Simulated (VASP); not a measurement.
# Hg (Pm-3m) in VASP: a series of runs

Runs on Hg. Level: RPBE. Tasks: relaxation of cell and atoms.

Everything below comes from runs of VASP 6.6.1. Logs are shortened: lines on timing, memory, paths and dates and some standing lists are left out, and cuts for length are marked.

## (1) The cell of the first run

It takes space group Pm-3m (No. 221, cubic). The conventional cell has a = 2.921 Å, b = 2.921 Å, c = 2.921 Å, α = 90.00°, β = 90.00°, γ = 90.00°. Hg (site symmetry m-3m) has 6 Hg at 2.92 Å within 3.8 Å.

## (2) Relaxation of cell and atoms, RPBE

Input file INCAR:

```
PREC = Accurate
ENCUT = 600
EDIFF = 1E-6
ISMEAR = -1
SIGMA = 0.1
LREAL = F
LASPH = T
NELM = 100
ALGO = Normal
ISIF = 3
LWAVE = F
LCHARG = F
GGA = RP
IBRION = 2
NSW = 80
EDIFFG = -0.01
```

Input file KPOINTS:

```
regular mesh
0
Gamma
  11 11 11
```

Input file POSCAR:

```
Hg
1.0
    2.9208326038      0.0000000000      0.0000000000
    0.0000000000      2.9208326038      0.0000000000
    0.0000000000      0.0000000000      2.9208326038
Hg
1
Direct
    0.0000000000      0.0000000000      0.0000000000
```

Potentials or basis: VASP PAW PBE potentials, release 64 (Hg).

On the command line:

```bash
$ cat potpaw_PBE.64/Hg/POTCAR > POTCAR
$ mpirun -np 1 vasp_std > vasp.out
```

OUTCAR:

```text
PREC = Accurate
   ENCUT = 600
   EDIFF = 1E-6
   ISMEAR = -1
   LREAL = F
   LASPH = T
   NELM = 100
   ISIF = 3
   GGA = RP
   IBRION = 2
   NSW = 80
   EDIFFG = -0.01

 ion  position               nearest neighbor table
   1  0.000  0.000  0.000-

  LATTYP: Found a simple cubic cell.
 ALAT       =     2.9208326038

  Lattice vectors:

 A1 = (   2.9208326038,   0.0000000000,   0.0000000000)
 A2 = (   0.0000000000,   2.9208326038,   0.0000000000)
 A3 = (   0.0000000000,   0.0000000000,   2.9208326038)

Analysis of symmetry for initial positions (statically):
=====================================================================
 Subroutine PRICEL returns:
 Original cell was already a primitive cell.

 Routine SETGRP: Setting up the symmetry group for a
 simple cubic supercell.

 Subroutine GETGRP returns: Found 48 space group operations
 (whereof 48 operations were pure point group operations)
 out of a pool of 48 trial point group operations.

The static configuration has the point symmetry O_h .

Analysis of symmetry for dynamics (positions and initial velocities):
=====================================================================
 Subroutine PRICEL returns:
 Original cell was already a primitive cell.

 Routine SETGRP: Setting up the symmetry group for a
 simple cubic supercell.

 Subroutine GETGRP returns: Found 48 space group operations
 (whereof 48 operations were pure point group operations)
 out of a pool of 48 trial point group operations.

The dynamic configuration has the point symmetry O_h .

 Subroutine INISYM returns: Found 48 space group operations
 (whereof 48 operations are pure point group operations),
 and found     1 'primitive' translations

----------------------------------------------------------------------------------------

                                     Primitive cell

  volume of cell :      24.9184

  direct lattice vectors                    reciprocal lattice vectors
     2.920832604  0.000000000  0.000000000     0.342368131  0.000000000  0.000000000
     0.000000000  2.920832604  0.000000000     0.000000000  0.342368131  0.000000000
     0.000000000  0.000000000  2.920832604     0.000000000  0.000000000  0.342368131

  length of vectors
     2.920832604  2.920832604  2.920832604     0.342368131  0.342368131  0.342368131

  position of ions in fractional coordinates (direct lattice)
     0.000000000  0.000000000  0.000000000

  ion indices of the primitive-cell ions
   primitive index   ion index
                 1           1

----------------------------------------------------------------------------------------

 KPOINTS: regular mesh

Automatic generation of k-mesh.
 Grid dimensions read from file:
 generate k-points for:   11   11   11

 Generating k-lattice:

  Cartesian coordinates                     Fractional coordinates (reciprocal lattice)
     0.031124376  0.000000000  0.000000000     0.090909091  0.000000000  0.000000000
     0.000000000  0.031124376  0.000000000     0.000000000  0.090909091  0.000000000
     0.000000000  0.000000000  0.031124376     0.000000000  0.000000000  0.090909091

  Length of vectors
     0.031124376  0.031124376  0.031124376

  Shift w.r.t. Gamma in fractional coordinates (k-lattice)
     0.000000000  0.000000000  0.000000000

 Subroutine IBZKPT returns following result:
 ===========================================

 Found     56 irreducible k-points:

 Following reciprocal coordinates:
            Coordinates               Weight
  0.000000  0.000000  0.000000      1.000000
  0.090909  0.000000  0.000000      6.000000
  0.181818  0.000000  0.000000      6.000000
  0.272727  0.000000  0.000000      6.000000
  0.363636  0.000000  0.000000      6.000000
  0.454545  0.000000  0.000000      6.000000
[... 16 lines left out ...]
  0.181818  0.090909  0.090909     24.000000
  0.272727  0.090909  0.090909     24.000000
 [... further k-points ...]
   k-points           NKPTS =     56   k-points in BZ     NKDIM =     56   number of bands    NBANDS=     10
   number of dos      NEDOS =    301   number of ions     NIONS =      1
   total plane-waves  NPLWV =  13824
   dimension x,y,z NGX =    24 NGY =   24 NGZ =   24
   dimension x,y,z NGXF=    48 NGYF=   48 NGZF=   48
   ions per type =               1
   NGX,Y,Z   is equivalent  to a cutoff of  13.66, 13.66, 13.66 a.u.
   NGXF,Y,Z  is equivalent  to a cutoff of  27.32, 27.32, 27.32 a.u.
 SYSTEM =  unknown system
   PREC   = accura    normal or accurate (medium, high low for compatibility)
   ISTART =      0    job   : 0-new  1-cont  2-samecut
   ICHARG =      2    charge: 1-file 2-atom 10-const
   ISPIN  =      1    spin polarized calculation?
   LNONCOLLINEAR =      F non collinear calculations
   LSORBIT =      F    spin-orbit coupling
   LASPH  =      T    aspherical Exc in radial PAW
   ENCUT  =  600.0 eV  44.10 Ry    6.64 a.u.   5.83  5.83  5.83*2*pi/ulx,y,z
   NELM   =    100;   NELMIN=  2; NELMDL= -5     # of ELM steps
   EDIFF  = 0.1E-05   stopping-criterion for ELM
   LREAL  =      F    real-space projection
   EDIFFG = -.1E-01   stopping-criterion for IOM
   NSW    =     80    number of steps for IOM
   IBRION =      2    ionic relax: 0-MD 1-quasi-New 2-CG
   NFREE  =      1    steps in history (QN), initial steepest desc. (CG)
   ISIF   =      3    stress and relaxation
   ISYM   =      2    0-nonsym 1-usesym 2-fastsym
   POTIM  = 0.5000    time-step for ionic-motion
   TEBEG  =    0.0;   TEEND  =   0.0 temperature during run
   PSTRESS=    0.0 pullay stress
   NELECT =      12.0000    total number of electrons
   NUPDOWN=      -1.0000    fix difference up-down
   EMIN   =  10.00;   EMAX   =-10.00  energy-range for DOS
   EFERMI =   0.00;   METHOD = LEGACY
   ISMEAR =    -1;   SIGMA  =   0.10  broadening in eV -4-tet -1-fermi 0-gaus
   EFERMI_NEDOS =   21; number of points for ismear=-14 and -15
   IALGO  =     38    algorithm
   IMIX   =      4    mixing-type and parameters
     AMIX     =   0.40;   BMIX     =  1.00
     AMIX_MAG =   1.60;   BMIX_MAG =  1.00
  volume/ion in A,a.u.               =      24.92       168.16
  Fermi-wavevector in a.u.,A,eV,Ry     =   1.283203  2.424901 22.403476  1.646609
  Thomas-Fermi vector in A             =   2.415469
   LORBIT       =      0    0 simple, 1 ext, 2 COOP (PROOUT), +10 PAW based schemes
   GGA     = RP    functional components
   LHFCALC =     F    Hartree Fock is set to
   AEXX    =    0.0000 exact exchange contribution
   IVDW    =     0    specifies the selected vdW correction
   LEPSILON=     F    determine dielectric tensor
   LRPA    =     F    only Hartree local field effects (RPA)
 conjugate gradient relaxation of ions
 non-spin polarized calculation
  energy-cutoff  :      600.00
  volume of cell :       24.92
 maximum number of plane-waves:       849
 NGX is ok and might be reduce to    24
   NGX = 11   NGY = 11   NGZ = 11

--------------------------------------- Ionic step        1  -------------------------------------------

 number of electron      12.0000001 magnetization

 Free energy of the ion-electron system (eV)
  ---------------------------------------------------
  ext. energy  EPLUGINS =         0.00000000
  ---------------------------------------------------
  free energy    TOTEN  =         0.37393192 eV

  energy without entropy =        0.38285666  energy(sigma->0) =        0.37839429

 E-fermi :   2.5785     XC(G=0): -10.3318

 val. band max:        2.4464055817   @ k =   0.4545   0.4545   0.0000
 cond. band min:       2.5957110250   @ k =   0.4545   0.4545   0.0909
 fundamental gap:      0.1493054433
 Fermi energy:         2.5784595830

 k-point     1 :       0.0000    0.0000    0.0000
  band No.  band energies     occupation
      1      -6.2938      2.00000
      2      -5.8287      2.00000
      3      -5.8287      2.00000
      4      -3.4032      2.00000
      5      -3.4032      2.00000
      6      -3.4032      2.00000
      7      13.1261      0.00000
      8      13.1261      0.00000
      9      13.1261      0.00000
     10      16.8774      0.00000
[... 709 lines left out ...]
 k-point    24 :       0.2727    0.0909    0.0909
  band No.  band energies     occupation
      1      -6.4814      2.00000
      2      -6.2850      2.00000
      3      -5.8092      2.00000
      4      -5.7845      2.00000
      5      -5.6095      2.00000
      6      -4.6606      2.00000
      7       3.5189      0.00000
      8       8.4744      0.00000
      9       8.7350      0.00000
     10      14.1119      0.00000

 [... further k-points ...]

[... ionic steps 4 to 7 ...]

--------------------------------------- Ionic step        8  -------------------------------------------

 number of electron      11.9999967 magnetization

------------------------ aborting loop because EDIFF is reached ----------------------------------------

  FORCE on cell =-STRESS in cart. coord.  units (eV):
  Direction    XX          YY          ZZ          XY          YZ          ZX
  --------------------------------------------------------------------------------------
  -------------------------------------------------------------------------------------
  Total       -0.0954268     -0.0954268     -0.0954268      0.0000000     -0.0000000     -0.0000000
  in kB       -1.5594717     -1.5594717     -1.5594717      0.0000000     -0.0000000     -0.0000000
  external PRESSURE =      -1.5594717 kB  Pullay stress =       0.0000000 kB
[... 55 lines left out ...]
  energy  without entropy=        0.0349394452  energy(sigma->0) =        0.03493944

--------------------------------------- Ionic step       10  -------------------------------------------

 number of electron      11.9999981 magnetization

 Free energy of the ion-electron system (eV)
  ---------------------------------------------------
  ext. energy  EPLUGINS =         0.00000000
  ---------------------------------------------------
  free energy    TOTEN  =         0.03484237 eV

  energy without entropy =        0.03484238  energy(sigma->0) =        0.03484238

 E-fermi :  -2.5376     XC(G=0):  -4.6607

 val. band max:       -4.2237880392   @ k =   0.4545   0.4545   0.4545
 cond. band min:      -0.8254475906   @ k =   0.4545   0.0000   0.0000
 fundamental gap:      3.3983404486
 Fermi energy:        -2.5375781212

 k-point     1 :       0.0000    0.0000    0.0000
  band No.  band energies     occupation
      1      -8.1784      2.00000
      2      -8.1784      2.00000
      3      -8.0737      2.00000
      4      -8.0737      2.00000
      5      -8.0737      2.00000
      6      -5.8550      2.00000
      7       2.7677      0.00000
      8       2.7677      0.00000
      9       2.7677      0.00000
     10       3.2541      0.00000
[... 327 lines left out ...]
  FREE ENERGIE OF THE ION-ELECTRON SYSTEM (eV)
  ---------------------------------------------------
  free  energy   TOTEN  =         0.0348423718 eV

  energy  without entropy=        0.0348423796  energy(sigma->0) =        0.03484238

 reached required accuracy - stopping structural energy minimisation
```

Run time: 57 s. Hardware: 1 thread of Intel Xeon Platinum 8375C at 2.90GHz (Ice Lake), shared host; peak memory 0.15 GiB.

Results:

| Item | Value |
| --- | --- |
| Free energy | 0.0348 eV |
| Relaxed volume | 94.51 Å³/atom |
| Relaxed cell | a = 4.555 Å, b = 4.555 Å, c = 4.555 Å, α = 90.00°, β = 90.00°, γ = 90.00° |
| Space group after relaxing (to 0.05 Å) | Pm-3m (No. 221) |
| Energy gained by relaxing | 339.1 meV/atom |
| Ionic steps | 10 |
| Pressure after relaxing | 0.0 GPa |
| Band gap on the k mesh | 3.40 eV, indirect (least direct gap 4.43 eV) |

Step by step:
```tsv
step	energy change (eV)	largest force (eV/Å)	pressure (GPa)	volume (Å³)
1	0.0000	0.0000	8.99	24.92
2	-0.1558	0.0000	2.12	30.31
3	-0.1805	0.0000	1.34	32.68
4	-0.2183	0.0000	1.03	37.80
5	-0.2925	0.0000	0.77	49.58
6	-0.3298	0.0000	0.13	80.02
7	-0.3390	0.0000	0.03	93.15
8	-0.3373	0.0000	-0.16	98.04
9	-0.3390	0.0000	-0.03	95.15
10	-0.3391	0.0000	-0.01	94.51
```

Final structure:
```
Hg
1.0
     4.55504    0.00000    0.00000
     0.00000    4.55504    0.00000
     0.00000    0.00000    4.55504
Hg
1
Direct
  0.00000 0.00000 0.00000
```

Caveat: the volume moved by over 15 % at a fixed basis, so the end points are rough; the PAW data sets were made with another functional, which shifts forces and pressure a little; spin-orbit coupling is left out, which moves the levels of the heavy elements. A k mesh can miss the band edges.

## (3) Relaxation of cell and atoms, RPBE

Input file INCAR:

```
PREC = Accurate
ENCUT = 500
EDIFF = 1E-7
ISMEAR = -1
SIGMA = 0.1
LREAL = F
LASPH = T
NELM = 120
ALGO = Normal
ISIF = 3
LWAVE = F
LCHARG = F
GGA = RP
IBRION = 2
NSW = 80
EDIFFG = -0.01
GGA_COMPAT = F
NELMIN = 4
```

KPOINTS is that of step 2.

POSCAR is that of step 2.

Potentials or basis: VASP PAW PBE potentials, release 64 (Hg_sv_GW).

On the command line:

```bash
$ cat potpaw_PBE.64/Hg_sv_GW/POTCAR > POTCAR
$ mpirun -np 1 vasp_std > vasp.out
```

Wall time 40 s (1 thread of AMD EPYC 9R45 (Zen 5), shared host); peak memory 0.13 GiB.

Results (log left out):

```
Free energy                            : 0.2782 eV
Relaxed volume                         : 29.77 Å³/atom
Relaxed cell                           : a = 3.099 Å, b = 3.099 Å, c = 3.099 Å, α = 90.00°, β = 90.00°, γ = 90.00°
Space group after relaxing (to 0.05 Å) : Pm-3m (No. 221)
Energy gained by relaxing              : 82.5 meV/atom
Ionic steps                            : 4
Pressure after relaxing                : 0.0 GPa
Band gap on the k mesh                 : zero (band 10 reaches 6.48 eV, above the bottom of band 11 at 3.23 eV)
```

The path:
| step | energy change (eV) | largest force (eV/Å) | pressure (GPa) | volume (Å³) |
| --- | --- | --- | --- | --- |
| 1 | 0.0000 | 0.0000 | 7.21 | 24.92 |
| 2 | -0.0818 | 0.0000 | 0.37 | 29.18 |
| 3 | -0.0824 | 0.0000 | -0.08 | 29.90 |
| 4 | -0.0825 | 0.0000 | -0.01 | 29.77 |

Final structure:
```
CELL_PARAMETERS angstrom
3.09936 0.00000 0.00000
0.00000 3.09936 0.00000
0.00000 0.00000 3.09936
ATOMIC_POSITIONS crystal
Hg 0.00000 0.00000 0.00000
```

Levels at points of the mesh, in eV from the Fermi level:
| k point | band 6 | band 7 | band 8 | band 9 | band 10 | band 11 | band 12 | band 13 | band 14 |
| --- | --- | --- | --- | --- | --- | --- | --- | --- | --- |
| (0.00, 0.00, 0.00) | -7.60 | -7.60 | -5.89 | -5.89 | -5.89 | 9.49 | 9.49 | 9.49 | 12.77 |

Caveat: the volume moved by over 15 % at a fixed basis, so the end points are rough; the PAW data sets were made with another functional, which shifts forces and pressure a little; spin-orbit coupling is left out, which moves the levels of the heavy elements.
